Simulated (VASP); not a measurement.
A run of VASP 6.6.1 is set up as follows.

INCAR

```
PREC = Accurate
ENCUT = 520
EDIFF = 1E-6
ISMEAR = 1
SIGMA = 0.025
LREAL = F
LASPH = T
NELM = 60
ALGO = Normal
ISIF = 2
LWAVE = F
LCHARG = F
GGA = PE
NBANDS = 18
```

KPOINTS

```
Automatic mesh
0
Gamma
  9 9 6
```

Contents of POSCAR:

```
PtSe2
1.0
    3.7240000000      0.0000000000      0.0000000000
   -1.8620000000      3.2250800000      0.0000000000
    0.0000000000      0.0000000000      5.0620000000
Pt Se
1 2
Direct
    0.0000000000      0.0000000000      0.0000000000
    0.3333333333      0.6666666667      0.2500000000
    0.6666666667      0.3333333333      0.7500000000
```

Potentials or basis: VASP PAW PBE potentials, release 64 (Pt, Se).

Command:

```sh
$ cat potpaw_PBE.64/Pt/POTCAR potpaw_PBE.64/Se/POTCAR > POTCAR
$ mpirun -np 1 vasp_std > vasp.out
```

(1) Estimate the band gap on the k mesh.

(2) Estimate the pressure.

(3) What does it give for the largest force?

## Answers

(1) zero (band 11 reaches 6.94 eV, above the bottom of band 12 at 6.56 eV).

(2) 7.3 GPa.

(3) 0.592 eV/Å.

Caveat: spin-orbit coupling is left out, which moves the levels of the heavy elements.
